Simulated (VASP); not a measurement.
# Al (R-3m) in VASP: single point with PBEsol

Aim: the single point of Al with PBEsol.

All numbers are computed with VASP 6.6.1; they aren't measurements. Logs are shortened: lines on timing, memory, paths and dates and some standing lists are left out, and cuts for length are marked.

## (1) The cell of the first run

The structure is trigonal, space group R-3m (No. 166). Conventional cell: a = 3.877 Å, b = 3.877 Å, c = 9.497 Å, α = 90.00°, β = 90.00°, γ = 120.00°. Within 2.4 Å of Al (site symmetry 3m) lie 1 Al at 1.80 Å.

## (2) Single point, PBEsol

INCAR

```
SYSTEM = Al
ALGO = Normal ; EDIFF = 1E-7
ENCUT = 520 ; GGA = PS
ISIF = 2 ; ISMEAR = -1
LASPH = .TRUE. ; LCHARG = .FALSE.
LREAL = .FALSE. ; LWAVE = .FALSE.
NBANDS = 10 ; NELM = 100
PREC = Accurate ; SIGMA = 0.05
```

KPOINTS

```
k-points
0
G
  10 10 10
  0 0 0
```

POSCAR

```
Al
1.0
    0.0000000000      2.7415165562      2.7415165562
    2.7415165562      0.0000000000      2.7415165562
    2.7415165562      2.7415165562      0.0000000000
Al
2
Direct
   -0.2150000000     -0.0950000000     -0.0950000000
    0.2150000000      0.0950000000      0.0950000000
```

Potentials or basis: VASP PAW PBE potentials, release 64 (Al).

On the command line:

```sh
$ cat potpaw_PBE.64/Al/POTCAR > POTCAR
$ mpirun -np 1 vasp_std > vasp.out
```

OUTCAR:

```text
SYSTEM = Al
   EDIFF = 1E-7
   ENCUT = 520
   GGA = PS
   ISIF = 2
   ISMEAR = -1
   LASPH = .TRUE.
   LREAL = .FALSE.
   NELM = 100
   PREC = Accurate

 ion  position               nearest neighbor table
   1  0.785  0.905  0.905-   2 1.80   2 2.62   2 2.62   2 2.62
   2  0.215  0.095  0.095-   1 1.80   1 2.62   1 2.62   1 2.62

  LATTYP: Found a face centered cubic cell.
 ALAT       =     5.4830331124

  Lattice vectors:

 A1 = (   0.0000000000,   2.7415165562,   2.7415165562)
 A2 = (   2.7415165562,   0.0000000000,   2.7415165562)
 A3 = (   2.7415165562,   2.7415165562,   0.0000000000)

Analysis of symmetry for initial positions (statically):
=====================================================================
 Subroutine PRICEL returns:
 Original cell was already a primitive cell.

 Routine SETGRP: Setting up the symmetry group for a
 face centered cubic supercell.

 Subroutine GETGRP returns: Found 12 space group operations
 (whereof  4 operations were pure point group operations)
 out of a pool of 48 trial point group operations.

The static configuration has the point symmetry C_2h.
 The point group associated with its full space group is D_3d.

Analysis of symmetry for dynamics (positions and initial velocities):
=====================================================================
 Subroutine PRICEL returns:
 Original cell was already a primitive cell.

 Routine SETGRP: Setting up the symmetry group for a
 face centered cubic supercell.

 Subroutine GETGRP returns: Found 12 space group operations
 (whereof  4 operations were pure point group operations)
 out of a pool of 48 trial point group operations.

The dynamic configuration has the point symmetry C_2h.
 The point group associated with its full space group is D_3d.

 Subroutine INISYM returns: Found 12 space group operations
 (whereof  4 operations are pure point group operations),
 and found     1 'primitive' translations

----------------------------------------------------------------------------------------

                                     Primitive cell

  volume of cell :      41.2100

  direct lattice vectors                    reciprocal lattice vectors
     0.000000000  2.741516556  2.741516556    -0.182380806  0.182380806  0.182380806
     2.741516556  0.000000000  2.741516556     0.182380806 -0.182380806  0.182380806
     2.741516556  2.741516556  0.000000000     0.182380806  0.182380806 -0.182380806

  length of vectors
     3.877089895  3.877089895  3.877089895     0.315892823  0.315892823  0.315892823
[... 82 lines left out ...]
   LREAL  =      F    real-space projection
   EDIFFG = 0.1E-05   stopping-criterion for IOM
   NSW    =      0    number of steps for IOM
   IBRION =     -1    ionic relax: 0-MD 1-quasi-New 2-CG
   NFREE  =      0    steps in history (QN), initial steepest desc. (CG)
   ISIF   =      2    stress and relaxation
   ISYM   =      2    0-nonsym 1-usesym 2-fastsym
   POTIM  = 0.5000    time-step for ionic-motion
   TEBEG  =    0.0;   TEEND  =   0.0 temperature during run
   PSTRESS=    0.0 pullay stress
   NELECT =       6.0000    total number of electrons
   NUPDOWN=      -1.0000    fix difference up-down
   EMIN   =  10.00;   EMAX   =-10.00  energy-range for DOS
   EFERMI =   0.00;   METHOD = LEGACY
   ISMEAR =    -1;   SIGMA  =   0.05  broadening in eV -4-tet -1-fermi 0-gaus
   EFERMI_NEDOS =   21; number of points for ismear=-14 and -15
   IALGO  =     38    algorithm
   IMIX   =      4    mixing-type and parameters
     AMIX     =   0.40;   BMIX     =  1.00
     AMIX_MAG =   1.60;   BMIX_MAG =  1.00
  volume/ion in A,a.u.               =      20.61       139.05
  Fermi-wavevector in a.u.,A,eV,Ry     =   0.861240  1.627508 10.091917  0.741735
  Thomas-Fermi vector in A             =   1.978865
   LORBIT       =      0    0 simple, 1 ext, 2 COOP (PROOUT), +10 PAW based schemes
   GGA     = PS    functional components
   LHFCALC =     F    Hartree Fock is set to
   AEXX    =    0.0000 exact exchange contribution
   IVDW    =     0    specifies the selected vdW correction
   LEPSILON=     F    determine dielectric tensor
   LRPA    =     F    only Hartree local field effects (RPA)
 non-spin polarized calculation
  energy-cutoff  :      520.00
  volume of cell :       41.21
 maximum number of plane-waves:      1123
 NGX is ok and might be reduce to    30
   NGX = 15   NGY = 15   NGZ = 15

 number of electron       6.0000000 magnetization

 Free energy of the ion-electron system (eV)
  ---------------------------------------------------
  ext. energy  EPLUGINS =         0.00000000
  ---------------------------------------------------
  free energy    TOTEN  =        -2.82082250 eV

  energy without entropy =       -2.81074671  energy(sigma->0) =       -2.81578460

 E-fermi :   4.9663     XC(G=0):  -9.2204

 val. band max:        4.9603611912   @ k =   0.4000   0.3000   0.0000
 cond. band min:       4.9832266357   @ k =   0.5000   0.3000   0.0000
 fundamental gap:      0.0228654444
 Fermi energy:         4.9662601468

 k-point     1 :       0.0000    0.0000    0.0000
  band No.  band energies     occupation
      1      -4.3782      2.00000
      2       6.4755      0.00000
      3       8.3542      0.00000
      4       8.3542      0.00000
      5       8.7236      0.00000
      6       8.7236      0.00000
      7      10.6203      0.00000
      8      12.5651      0.00000
      9      13.7282      0.00000
     10      13.8173      0.00000
[... 287 lines left out ...]
 k-point    24 :       0.1000    0.0000    0.5000
  band No.  band energies     occupation
      1      -1.8181      2.00000
      2       0.6713      2.00000
      3       5.1097      0.10751
      4       6.5457      0.00000
      5       9.0951      0.00000
      6       9.5461      0.00000
      7       9.7682      0.00000
      8      13.6858      0.00000
      9      15.2901      0.00000
     10      16.6845      0.00000

 [... further k-points ...]
[... 5 lines left out ...]
  --------------------------------------------------------------------------------------
  -------------------------------------------------------------------------------------
  Total        9.0816390      9.0816390      9.0816390     -9.3522155      9.3522155     -9.3522155
  in kB      353.0792547    353.0792547    353.0792547   -363.5988288    363.5988288   -363.5988288
  external PRESSURE =     353.0792547 kB  Pullay stress =       0.0000000 kB

 VOLUME and BASIS-vectors are now :
 -----------------------------------------------------------------------------
  energy-cutoff  :      520.00
  volume of cell :       41.21
      direct lattice vectors                 reciprocal lattice vectors
     0.000000000  2.741516556  2.741516556    -0.182380806  0.182380806  0.182380806
     2.741516556  0.000000000  2.741516556     0.182380806 -0.182380806  0.182380806
     2.741516556  2.741516556  0.000000000     0.182380806  0.182380806 -0.182380806

 POSITION                                       TOTAL-FORCE (eV/Angst)
 -----------------------------------------------------------------------------------
      4.96214      4.63316      4.63316        -8.519415      8.519415      8.519415
      0.52089      0.84987      0.84987         8.519415     -8.519415     -8.519415
 -----------------------------------------------------------------------------------
    total drift:                               -0.000000     -0.000000     -0.000000

  FREE ENERGIE OF THE ION-ELECTRON SYSTEM (eV)
  ---------------------------------------------------
  free  energy   TOTEN  =        -2.8208224987 eV

  energy  without entropy=       -2.8107467109  energy(sigma->0) =       -2.81578460
```

stdout:

```text
POSCAR found type information on POSCAR Al
 POSCAR found :  1 types and       2 ions
 scaLAPACK will be used
 -----------------------------------------------------------------------------
|                                                                             |
|                                                                             |
|     You enforced a specific xc type in the INCAR file but a different       |
|     I HOPE YOU KNOW WHAT YOU ARE DOING!                                     |
|                                                                             |
 -----------------------------------------------------------------------------

 LDA part: xc-table for (Slater+PW92), standard interpolation
 POSCAR, INCAR and KPOINTS ok, starting setup
 FFT: planning ... GRIDC
 FFT: planning ... GRID_SOFT
 FFT: planning ... GRID
 WAVECAR not read
 entering main loop
```

It took 43 s on 1 thread of Intel Xeon 6975P-C (Granite Rapids), shared host; peak memory 0.18 GiB.

What came out:

```yaml
Free_energy: -2.8208 eV
Pressure: 35.3 GPa
Largest_force: 14.756 eV/Å
Band_gap_on_the_k_mesh: zero (band 3 reaches 8.35 eV, above the bottom of band 4 at 3.12 eV)
```

Forces on the atoms (eV/Å):
```
Al  -8.519  8.519  8.519
Al   8.519 -8.519 -8.519
```

Stress tensor (GPa, compression positive):
```
 35.31 -36.36 -36.36
-36.36  35.31  36.36
-36.36  36.36  35.31
```

Caveat: the PAW data sets were made with another functional, which shifts forces and pressure a little.
